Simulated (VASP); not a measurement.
A run of VASP 6.6.1 is set up as follows.

File POSCAR:

```
SrTiO3
1.0
    3.8589455789      0.0000000000      0.0000000000
    0.0000000000      3.8589455789      0.0000000000
    0.0000000000      0.0000000000      3.9529706488
Sr Ti O
1 1 3
Direct
    0.0000000000      0.0000000000      0.0000000000
    0.5000000000      0.5000000000      0.5000000000
    0.5000000000      0.0000000000      0.5000000000
    0.5000000000      0.5000000000      0.0000000000
    0.0000000000      0.5000000000      0.5000000000
```

INCAR.step1

```
PREC = Accurate
ENCUT = 520
ISMEAR = 0
SIGMA = 0.02
LREAL = False
LASPH = True
NELM = 150
LMAXMIX = 4
LDAU = True
LDAUTYPE = 2
LDAUL = -1 2 -1
LDAUU = 0 4 0
LDAUJ = 0 0 0
NBANDS = 28
GGA = PE
ALGO = Normal
EDIFF = 1E-4
LWAVE = True
LCHARG = False
```

INCAR.step2

```
PREC = Accurate
ENCUT = 520
EDIFF = 1E-7
ISMEAR = 0
SIGMA = 0.02
LREAL = False
LASPH = True
NELM = 150
ALGO = Normal
ISIF = 2
LWAVE = False
LCHARG = False
LMAXMIX = 4
LDAU = True
LDAUTYPE = 2
LDAUL = -1 2 -1
LDAUU = 0 4 0
LDAUJ = 0 0 0
LDAUPRINT = 1
METAGGA = R2SCAN
LMIXTAU = True
NBANDS = 28
ISTART = 1
```

Contents of KPOINTS:

```
Automatic mesh
0
Gamma
  6 6 6
```

Potentials or basis: VASP PAW PBE potentials, release 64 (Sr_sv, Ti_sv, O).

Run with:

```sh
$ cat potpaw_PBE.64/Sr_sv/POTCAR potpaw_PBE.64/Ti_sv/POTCAR potpaw_PBE.64/O/POTCAR > POTCAR
$ cp INCAR.step1 INCAR
$ mpirun -np 1 vasp_std > vasp.out
$ cp INCAR.step2 INCAR
$ mpirun -np 1 vasp_std > vasp.out
```

(1) Predict the pressure.

(2) What does it give for the band gap on the k mesh?

## Answers

(1) 7.8 GPa.

(2) 2.84 eV (least direct gap 3.31 eV).

Caveat: the cell differs from its parent crystal (biaxial strain in the a-b plane: -1.5 %); the stress differs along the axes, from 3 to 10 GPa; the PAW data sets were made with another functional, which shifts forces and pressure a little.
